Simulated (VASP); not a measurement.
Set up this calculation in VASP 6.6.1, as the native input.

- Task: single point
- Functional: r2SCAN
- Potentials or basis: VASP PAW PBE potentials, release 64 (Cd, S)
- Cutoff: 520 eV
- k mesh: 6 × 6 × 6
- Occupations: gaussian, width 0.01 eV
- Spin: no spin polarisation
- Dipole correction: no
- Further INCAR settings: ALGO = Normal; EDIFF = 1e-06; NBANDS = 16

The system is CdS.

```
Cd S
1.0
     0.00000    2.75378    2.75378
     2.75378    0.00000    2.75378
     2.75378    2.75378    0.00000
Cd S
1 1
Direct
  0.00000 0.00000 0.00000
  0.50000 0.50000 0.50000
```

This cell differs from its parent crystal: volume changed by +3%.

The input as run:

POSCAR

```
CdS
1.0
    0.0000000000      2.7537760889      2.7537760889
    2.7537760889      0.0000000000      2.7537760889
    2.7537760889      2.7537760889      0.0000000000
Cd S
1 1
Direct
    0.0000000000      0.0000000000      0.0000000000
    0.5000000000      0.5000000000      0.5000000000
```

INCAR.step1

```
SYSTEM = CdS
ALGO = Normal
EDIFF = 1E-4
ENCUT = 520
GGA = PE
ISMEAR = 0
LASPH = .TRUE.
LCHARG = .FALSE.
LREAL = .FALSE.
LWAVE = .TRUE.
NBANDS = 16
NELM = 100
PREC = Accurate
SIGMA = 0.01
```

INCAR.step2

```
SYSTEM = CdS
ALGO = Normal
EDIFF = 1E-6
ENCUT = 520
ISIF = 2
ISMEAR = 0
ISTART = 1
LASPH = .TRUE.
LCHARG = .TRUE.
LELF = .TRUE.
LMIXTAU = .TRUE.
LREAL = .FALSE.
LVHAR = .TRUE.
LWAVE = .FALSE.
METAGGA = R2SCAN
NBANDS = 16
NELM = 100
PREC = Accurate
SIGMA = 0.01
```

KPOINTS

```
k-points
0
G
  6 6 6
  0 0 0
```

Potentials or basis: VASP PAW PBE potentials, release 64 (Cd, S).

Run with:

```console
$ cat potpaw_PBE.64/Cd/POTCAR potpaw_PBE.64/S/POTCAR > POTCAR
$ cp INCAR.step1 INCAR
$ mpirun -np 1 vasp_std > vasp.out
$ cp INCAR.step2 INCAR
$ mpirun -np 1 vasp_std > vasp.out
```

It gave:

```
Pressure               : -1.8 GPa
Band gap on the k mesh : 0.73 eV, indirect (least direct gap 2.14 eV)
```

Caveat: the PAW data sets were made with another functional, which shifts forces and pressure a little.

Run time: 35 s on 1 thread of Intel(R) Xeon(R) Platinum 8559C (Emerald Rapids), with other jobs on the host, peak memory 0.17 GiB.
